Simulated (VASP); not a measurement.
# Cr (Pm-3m) in VASP: notebook

The runs below take Cr through single point, relaxation of cell and atoms, with PBE.

Program: VASP 6.6.1. These are calculated values, not measurements. Logs are shortened: lines on timing, memory, paths and dates and some standing lists are left out, and cuts for length are marked.

## 1. The cell of the first run

The structure is cubic, space group Pm-3m (No. 221). Conventional cell: a = 2.247 Å, b = 2.247 Å, c = 2.247 Å, α = 90.00°, β = 90.00°, γ = 90.00°. Cr (site symmetry m-3m) has 6 Cr at 2.25 Å within 3.0 Å.

## 2. Single point, PBE, collinear spin, ferromagnetic start

Contents of INCAR:

```
SYSTEM = Cr
PREC     = Accurate       ! precision mode
ENCUT    = 520            ! plane-wave cutoff, eV
EDIFF    = 1E-7           ! SCF threshold, eV
ISMEAR   = -1             ! smearing method
SIGMA    = 0.05           ! smearing width, eV
LREAL    = .False.        ! projectors in reciprocal space
LASPH    = .True.         ! aspherical terms in the spheres
NELM     = 150            ! most SCF steps
ALGO     = Normal         ! electronic algorithm
ISIF     = 2              ! what is computed and relaxed
LWAVE    = .False.        ! write WAVECAR
LCHARG   = .False.        ! write CHGCAR
ISPIN    = 2              ! spin polarisation
MAGMOM   = 2              ! initial moments
LORBIT   = 11             ! projections on sites
LMAXMIX  = 4              ! l up to which the mixer works
GGA      = PE             ! functional
NBANDS   = 16             ! bands
```

Contents of KPOINTS:

```
regular mesh
0
Gamma
  17 17 17
  0 0 0
```

Contents of POSCAR:

```
Cr
1.0
    2.2474582221      0.0000000000      0.0000000000
    0.0000000000      2.2474582221      0.0000000000
    0.0000000000      0.0000000000      2.2474582221
Cr
1
Direct
    0.0000000000      0.0000000000      0.0000000000
```

Potentials or basis: VASP PAW PBE potentials, release 64 (Cr_pv).

Command:

```sh
$ cat potpaw_PBE.64/Cr_pv/POTCAR > POTCAR
$ mpirun -np 1 vasp_std > vasp.out
```

OUTCAR:

```text
SYSTEM = Cr
   PREC = Accurate
   ENCUT = 520
   EDIFF = 1E-7
   ISMEAR = -1
   LREAL = .False.
   LASPH = .True.
   NELM = 150
   ISIF = 2
   ISPIN = 2
   LORBIT = 11
   GGA = PE

 ion  position               nearest neighbor table
   1  0.000  0.000  0.000-

  LATTYP: Found a simple cubic cell.
 ALAT       =     2.2474582221

  Lattice vectors:

 A1 = (   2.2474582221,   0.0000000000,   0.0000000000)
 A2 = (   0.0000000000,   2.2474582221,   0.0000000000)
 A3 = (   0.0000000000,   0.0000000000,   2.2474582221)

Analysis of symmetry for initial positions (statically):
=====================================================================
 Subroutine PRICEL returns:
 Original cell was already a primitive cell.

 Routine SETGRP: Setting up the symmetry group for a
 simple cubic supercell.

 Subroutine GETGRP returns: Found 48 space group operations
[... 9 lines left out ...]

 Routine SETGRP: Setting up the symmetry group for a
 simple cubic supercell.

 Subroutine GETGRP returns: Found 48 space group operations
 (whereof 48 operations were pure point group operations)
 out of a pool of 48 trial point group operations.

The dynamic configuration has the point symmetry O_h .

Analysis of structural, dynamic, and magnetic symmetry:
=====================================================================
 Subroutine PRICEL returns:
 Original cell was already a primitive cell.

 Routine SETGRP: Setting up the symmetry group for a
 simple cubic supercell.

 Subroutine GETGRP returns: Found 48 space group operations
 (whereof 48 operations were pure point group operations)
 out of a pool of 48 trial point group operations.

The overall configuration has the point symmetry O_h .

 Subroutine INISYM returns: Found 48 space group operations
[... 5 lines left out ...]
                                     Primitive cell

  volume of cell :      11.3521

  direct lattice vectors                    reciprocal lattice vectors
     2.247458222  0.000000000  0.000000000     0.444947092  0.000000000  0.000000000
     0.000000000  2.247458222  0.000000000     0.000000000  0.444947092  0.000000000
     0.000000000  0.000000000  2.247458222     0.000000000  0.000000000  0.444947092

  length of vectors
     2.247458222  2.247458222  2.247458222     0.444947092  0.444947092  0.444947092

  position of ions in fractional coordinates (direct lattice)
     0.000000000  0.000000000  0.000000000

  ion indices of the primitive-cell ions
   primitive index   ion index
                 1           1

----------------------------------------------------------------------------------------

 KPOINTS: regular mesh

Automatic generation of k-mesh.
 Grid dimensions read from file:
 generate k-points for:   17   17   17

 Generating k-lattice:

  Cartesian coordinates                     Fractional coordinates (reciprocal lattice)
     0.026173358  0.000000000  0.000000000     0.058823529  0.000000000  0.000000000
     0.000000000  0.026173358  0.000000000     0.000000000  0.058823529  0.000000000
     0.000000000  0.000000000  0.026173358     0.000000000  0.000000000  0.058823529

  Length of vectors
     0.026173358  0.026173358  0.026173358

  Shift w.r.t. Gamma in fractional coordinates (k-lattice)
     0.000000000  0.000000000  0.000000000

 Subroutine IBZKPT returns following result:
 ===========================================

 Found    165 irreducible k-points:

 Following reciprocal coordinates:
            Coordinates               Weight
  0.000000  0.000000  0.000000      1.000000
  0.058824  0.000000  0.000000      6.000000
  0.117647  0.000000  0.000000      6.000000
  0.176471  0.000000  0.000000      6.000000
  0.235294  0.000000  0.000000      6.000000
  0.294118  0.000000  0.000000      6.000000
[... 16 lines left out ...]
  0.411765  0.117647  0.000000     24.000000
  0.470588  0.117647  0.000000     24.000000
 [... further k-points ...]
   k-points           NKPTS =    165   k-points in BZ     NKDIM =    165   number of bands    NBANDS=     16
   number of dos      NEDOS =    301   number of ions     NIONS =      1
   total plane-waves  NPLWV =   5832
   dimension x,y,z NGX =    18 NGY =   18 NGZ =   18
   dimension x,y,z NGXF=    36 NGYF=   36 NGZF=   36
   ions per type =               1
   NGX,Y,Z   is equivalent  to a cutoff of  13.31, 13.31, 13.31 a.u.
   NGXF,Y,Z  is equivalent  to a cutoff of  26.63, 26.63, 26.63 a.u.
 SYSTEM =  Cr
   PREC   = accura    normal or accurate (medium, high low for compatibility)
   ISTART =      0    job   : 0-new  1-cont  2-samecut
   ICHARG =      2    charge: 1-file 2-atom 10-const
   ISPIN  =      2    spin polarized calculation?
   LNONCOLLINEAR =      F non collinear calculations
   LSORBIT =      F    spin-orbit coupling
   LASPH  =      T    aspherical Exc in radial PAW
   ENCUT  =  520.0 eV  38.22 Ry    6.18 a.u.   4.18  4.18  4.18*2*pi/ulx,y,z
   NELM   =    150;   NELMIN=  2; NELMDL= -5     # of ELM steps
   EDIFF  = 0.1E-06   stopping-criterion for ELM
   LREAL  =      F    real-space projection
   EDIFFG = 0.1E-05   stopping-criterion for IOM
   NSW    =      0    number of steps for IOM
   IBRION =     -1    ionic relax: 0-MD 1-quasi-New 2-CG
   NFREE  =      0    steps in history (QN), initial steepest desc. (CG)
   ISIF   =      2    stress and relaxation
   ISYM   =      2    0-nonsym 1-usesym 2-fastsym
   POTIM  = 0.5000    time-step for ionic-motion
   TEBEG  =    0.0;   TEEND  =   0.0 temperature during run
   PSTRESS=    0.0 pullay stress
   NELECT =      12.0000    total number of electrons
   NUPDOWN=      -1.0000    fix difference up-down
   EMIN   =  10.00;   EMAX   =-10.00  energy-range for DOS
   EFERMI =   0.00;   METHOD = LEGACY
   ISMEAR =    -1;   SIGMA  =   0.05  broadening in eV -4-tet -1-fermi 0-gaus
   EFERMI_NEDOS =   21; number of points for ismear=-14 and -15
   IALGO  =     38    algorithm
   IMIX   =      4    mixing-type and parameters
     AMIX     =   0.40;   BMIX     =  1.00
     AMIX_MAG =   1.60;   BMIX_MAG =  1.00
  volume/ion in A,a.u.               =      11.35        76.61
  Fermi-wavevector in a.u.,A,eV,Ry     =   1.667671  3.151441 37.839508  2.781125
  Thomas-Fermi vector in A             =   2.753652
   LORBIT       =     11    0 simple, 1 ext, 2 COOP (PROOUT), +10 PAW based schemes
   GGA     = PE    functional components
   LHFCALC =     F    Hartree Fock is set to
   AEXX    =    0.0000 exact exchange contribution
   IVDW    =     0    specifies the selected vdW correction
   LEPSILON=     F    determine dielectric tensor
   LRPA    =     F    only Hartree local field effects (RPA)
 spin polarized calculation
  energy-cutoff  :      520.00
  volume of cell :       11.35
 maximum number of plane-waves:       320
 NGX is ok and might be reduce to    18
   NGX =  9   NGY =  9   NGZ =  9

 number of electron      12.0000002 magnetization       0.0002980

 number of electron      12.0000002 magnetization      -0.0000073

 Free energy of the ion-electron system (eV)
  ---------------------------------------------------
  ext. energy  EPLUGINS =         0.00000000
  ---------------------------------------------------
  free energy    TOTEN  =        -8.39046999 eV

  energy without entropy =       -8.38144122  energy(sigma->0) =       -8.38595560

 E-fermi :  11.3213     XC(G=0): -13.6353

 val. band max:       11.2896843275   @ k =   0.4706   0.2941   0.1765
 cond. band min:      11.3237630460   @ k =   0.4118   0.2941   0.1176
 fundamental gap:      0.0340787185
 Fermi energy:        11.3213409652

 spin component 1

 k-point     1 :       0.0000    0.0000    0.0000
  band No.  band energies     occupation
      1     -31.0399      1.00000
      2     -31.0399      1.00000
      3     -31.0399      1.00000
      4       3.5420      1.00000
      5       7.6120      1.00000
      6       7.6120      1.00000
[... 8 lines left out ...]
     15      37.9088      0.00000
     16      42.3196      0.00000

 k-point     2 :       0.0588    0.0000    0.0000
  band No.  band energies     occupation
      1     -31.0920      1.00000
      2     -31.0354      1.00000
      3     -31.0354      1.00000
      4       3.6651      1.00000
      5       7.6400      1.00000
      6       7.7102      1.00000
[... 8 lines left out ...]
     15      38.6075      0.00000
     16      42.8930      0.00000

 k-point     3 :       0.1176    0.0000    0.0000
  band No.  band energies     occupation
      1     -31.2401      1.00000
      2     -31.0227      1.00000
      3     -31.0227      1.00000
      4       4.0212      1.00000
      5       7.7210      1.00000
      6       7.9982      1.00000
[... 8 lines left out ...]
     15      39.4091      0.00000
     16      44.7686      0.00000

 k-point     4 :       0.1765    0.0000    0.0000
  band No.  band energies     occupation
      1     -31.4612      1.00000
      2     -31.0034      1.00000
      3     -31.0034      1.00000
      4       4.5743      1.00000
      5       7.8461      1.00000
      6       8.4518      1.00000
[... 8 lines left out ...]
     15      39.7085      0.00000
     16      47.6149      0.00000
[... 324 lines left out ...]
 k-point    22 :       0.3529    0.1176    0.0000
  band No.  band energies     occupation
      1     -32.1942      1.00000
      2     -31.1225      1.00000
      3     -30.9176      1.00000
      4       7.1494      1.00000
      5       8.6225      1.00000
      6       9.8915      1.00000
[... 8 lines left out ...]
     15      41.1369      0.00000
     16      45.9066      0.00000

 k-point    23 :       0.4118    0.1176    0.0000
  band No.  band energies     occupation
      1     -32.3659      1.00000
      2     -31.1044      1.00000
      3     -30.9012      1.00000
      4       7.8365      1.00000
      5       8.7689      1.00000
      6       9.7427      1.00000
[... 8 lines left out ...]
     15      40.1020      0.00000
     16      45.2620      0.00000

 k-point    24 :       0.4706    0.1176    0.0000
  band No.  band energies     occupation
      1     -32.4570      1.00000
      2     -31.0946      1.00000
      3     -30.8924      1.00000
      4       8.3153      1.00000
      5       8.9378      1.00000
      6       9.4160      1.00000
[... 8 lines left out ...]
     15      41.7127      0.00000
     16      43.5252      0.00000

 [... further k-points ...]

 spin component 2

 k-point     1 :       0.0000    0.0000    0.0000
  band No.  band energies     occupation
      1     -31.0399      1.00000
      2     -31.0399      1.00000
      3     -31.0399      1.00000
      4       3.5420      1.00000
      5       7.6120      1.00000
      6       7.6120      1.00000
[... 8 lines left out ...]
     15      37.9088      0.00000
     16      42.3196      0.00000

 k-point     2 :       0.0588    0.0000    0.0000
  band No.  band energies     occupation
      1     -31.0920      1.00000
      2     -31.0354      1.00000
      3     -31.0354      1.00000
      4       3.6651      1.00000
      5       7.6400      1.00000
      6       7.7102      1.00000
[... 8 lines left out ...]
     15      38.6075      0.00000
     16      42.8930      0.00000

 k-point     3 :       0.1176    0.0000    0.0000
  band No.  band energies     occupation
      1     -31.2401      1.00000
      2     -31.0227      1.00000
      3     -31.0227      1.00000
      4       4.0212      1.00000
      5       7.7210      1.00000
      6       7.9982      1.00000
[... 8 lines left out ...]
     15      39.4091      0.00000
     16      44.7686      0.00000

 k-point     4 :       0.1765    0.0000    0.0000
  band No.  band energies     occupation
      1     -31.4612      1.00000
      2     -31.0034      1.00000
      3     -31.0034      1.00000
      4       4.5743      1.00000
      5       7.8461      1.00000
      6       8.4518      1.00000
[... 8 lines left out ...]
     15      39.7085      0.00000
     16      47.6149      0.00000
[... 324 lines left out ...]
 k-point    22 :       0.3529    0.1176    0.0000
  band No.  band energies     occupation
      1     -32.1942      1.00000
      2     -31.1225      1.00000
      3     -30.9176      1.00000
      4       7.1494      1.00000
      5       8.6225      1.00000
      6       9.8915      1.00000
[... 8 lines left out ...]
     15      41.1369      0.00000
     16      45.9066      0.00000

 k-point    23 :       0.4118    0.1176    0.0000
  band No.  band energies     occupation
      1     -32.3659      1.00000
      2     -31.1044      1.00000
      3     -30.9012      1.00000
      4       7.8365      1.00000
      5       8.7689      1.00000
      6       9.7427      1.00000
[... 8 lines left out ...]
     15      40.1020      0.00000
     16      45.2620      0.00000

 k-point    24 :       0.4706    0.1176    0.0000
  band No.  band energies     occupation
      1     -32.4570      1.00000
      2     -31.0946      1.00000
      3     -30.8924      1.00000
      4       8.3153      1.00000
      5       8.9378      1.00000
      6       9.4160      1.00000
[... 8 lines left out ...]
     15      41.7127      0.00000
     16      43.5252      0.00000

 [... further k-points ...]
[... 5 lines left out ...]
  --------------------------------------------------------------------------------------
  -------------------------------------------------------------------------------------
  Total        2.0694447      2.0694447      2.0694447      0.0000000      0.0000000     -0.0000000
  in kB      292.0717274    292.0717274    292.0717274      0.0000000      0.0000000     -0.0000000
  external PRESSURE =     292.0717274 kB  Pullay stress =       0.0000000 kB

 VOLUME and BASIS-vectors are now :
 -----------------------------------------------------------------------------
  energy-cutoff  :      520.00
  volume of cell :       11.35
      direct lattice vectors                 reciprocal lattice vectors
     2.247458222  0.000000000  0.000000000     0.444947092  0.000000000  0.000000000
     0.000000000  2.247458222  0.000000000     0.000000000  0.444947092  0.000000000
     0.000000000  0.000000000  2.247458222     0.000000000  0.000000000  0.444947092

 POSITION                                       TOTAL-FORCE (eV/Angst)
 -----------------------------------------------------------------------------------
      0.00000      0.00000      0.00000         0.000000      0.000000      0.000000
 -----------------------------------------------------------------------------------
    total drift:                               -0.000000      0.000000      0.000000

  FREE ENERGIE OF THE ION-ELECTRON SYSTEM (eV)
  ---------------------------------------------------
  free  energy   TOTEN  =        -8.3904699903 eV

  energy  without entropy=       -8.3814412185  energy(sigma->0) =       -8.38595560

 total charge

# of ion       s       p       d       tot
------------------------------------------
    1        0.476   6.354   4.507  11.338

 magnetization (x)

# of ion       s       p       d       tot
------------------------------------------
    1        0.000  -0.000  -0.000  -0.000
```

It took 22 s on 1 thread of Intel Xeon 6975P-C (Granite Rapids), shared host; peak memory 0.15 GiB.

What came out:

```
Free energy                                           : -8.3905 eV
Pressure                                              : 29.2 GPa
Band gap on the k mesh                                : zero (filled and empty bands overlap)
Net moment                                            : 0.00 μB per cell
Valence electrons inside the program's atomic spheres : Cr 11.34
```

Caveat: the starting moments collapsed, and a magnetic state may lie lower.

## 3. Single point, PBE, collinear spin, ferromagnetic start

Contents of INCAR:

```
SYSTEM = Cr
PREC = Accurate
ENCUT = 520
EDIFF = 1E-6
ISMEAR = -1
SIGMA = 0.05
LREAL = .False.
LASPH = .True.
NELM = 150
ALGO = Normal
ISIF = 2
LWAVE = .False.
LCHARG = .True.
ISPIN = 2
MAGMOM = 2
LORBIT = 11
LMAXMIX = 4
GGA = PE
LELF = .True.
LVHAR = .True.
NBANDS = 16
```

Contents of KPOINTS:

```
Automatic mesh
0
Gamma
  17 17 17
  0 0 0
```

Contents of POSCAR:

```
Cr
1.0
    2.2475907346      0.0000000000      0.0000000000
    0.0000000000      2.2475907346      0.0000000000
    0.0000000000      0.0000000000      2.2475907346
Cr
1
Direct
    0.0000000000      0.0000000000      0.0000000000
```

Potentials or basis: VASP PAW PBE potentials, release 64 (Cr_pv).

Command:

```sh
$ cat potpaw_PBE.64/Cr_pv/POTCAR > POTCAR
$ mpirun -np 1 vasp_std > vasp.out
```

It took 20 s on 1 thread of Intel Xeon 6975P-C (Granite Rapids), shared host; peak memory 0.16 GiB.

It converged, with:

```yaml
Free_energy: -8.3908 eV
Pressure: 29.2 GPa
Band_gap_on_the_k_mesh: zero (filled and empty bands overlap)
Net_moment: 0.00 μB per cell
Valence_electrons_inside_the_program's_atomic_spheres: Cr 11.34
```

Levels at points of the mesh, in eV from the Fermi level:
Spin up:
```
           k point  band 3  band 4  band 5  band 6  band 7  band 8  band 9  band 10
(0.00, 0.00, 0.00)  -42.36   -7.78   -3.71   -3.71    2.89    2.89    2.89     7.63
```
Spin down:
| k point | band 2 | band 3 | band 4 | band 5 | band 6 | band 7 | band 8 | band 9 | band 10 | band 11 |
| --- | --- | --- | --- | --- | --- | --- | --- | --- | --- | --- |
| (0.00, 0.00, 0.00) | -42.36 | -42.36 | -7.78 | -3.71 | -3.71 | 2.89 | 2.89 | 2.89 | 7.63 | 21.16 |

Caveat: the starting moments collapsed, and a magnetic state may lie lower.

## 4. Relaxation of cell and atoms, PBE, collinear spin, ferromagnetic start, target pressure 29 GPa, at which the enthalpy is minimised

This run uses another cell than the first one, of 11.25 Å³/atom, 0.991 times its volume.

Contents of INCAR:

```
PREC = Accurate ; ENCUT = 600
EDIFF = 1E-6 ; ISMEAR = -1
SIGMA = 0.05 ; LREAL = F
LASPH = T ; NELM = 150
ALGO = Normal ; ISIF = 3
LWAVE = F ; LCHARG = F
ISPIN = 2 ; MAGMOM = 2
LORBIT = 11 ; LMAXMIX = 4
GGA = PE ; IBRION = 2
NSW = 60 ; EDIFFG = -0.005
PSTRESS = 290.0
```

Contents of KPOINTS:

```
regular mesh
0
Gamma
  17 17 17
```

Contents of POSCAR:

```
Cr
1.0
    2.2405207690      0.0000000000      0.0000000000
    0.0000000000      2.2405207690      0.0000000000
    0.0000000000      0.0000000000      2.2405207690
Cr
1
Direct
    0.0000000000      0.0000000000      0.0000000000
```

Command:

```sh
$ cat potpaw_PBE.64/Cr_pv/POTCAR > POTCAR
$ mpirun -np 1 vasp_std > vasp.out
```

It took 1.7 min on 1 thread of Intel Xeon 8259CL, shared host; peak memory 0.16 GiB.

Results (log left out):

```yaml
Free_energy: -8.3916 eV
Relaxed_volume: 11.36 Å³/atom
Relaxed_cell: a = 2.248 Å, b = 2.248 Å, c = 2.248 Å, α = 90.00°, β = 90.00°, γ = 90.00°
Space_group_after_relaxing_to_0.05_Å: Pm-3m (No. 221)
Energy_change_on_relaxing_the_enthalpy_is_what_falls: -21.3 meV/atom
Ionic_steps: 3
Pressure_after_relaxing: 29.0 GPa
Band_gap_on_the_k_mesh: zero (filled and empty bands overlap)
Net_moment: 0.00 μB per cell
Valence_electrons_inside_the_program's_atomic_spheres: Cr 11.34
```

Step by step:
```
step  energy change (eV)  largest force (eV/Å)  pressure (GPa)  volume (Å³)
   1              0.0000                0.0000           32.08        11.25
   2             -0.0606                0.0000           22.71        11.60
   3             -0.0213                0.0000           28.99        11.36
```

Final structure:
```
Cr
1.0
     2.24793    0.00000    0.00000
     0.00000    2.24793    0.00000
     0.00000    0.00000    2.24793
Cr
1
Cartesian
  0.0000 0.0000 0.0000
```

Levels at points of the mesh, in eV from the Fermi level:
Spin up:
```tsv
k point	band 2	band 3	band 4	band 5	band 6	band 7	band 8	band 9	band 10	band 11
(0.00, 0.00, 0.00)	-42.36	-42.36	-7.78	-3.71	-3.71	2.89	2.89	2.89	7.63	21.16
```
Spin down:
```
           k point  band 3  band 4  band 5  band 6  band 7  band 8  band 9  band 10
(0.00, 0.00, 0.00)  -42.36   -7.78   -3.71   -3.71    2.89    2.89    2.89     7.63
```

Caveat: the starting moments collapsed, and a magnetic state may lie lower; the cell is relaxed towards a set pressure, so the enthalpy falls and the energy may rise.

(Part 1 of 2 ends here.)
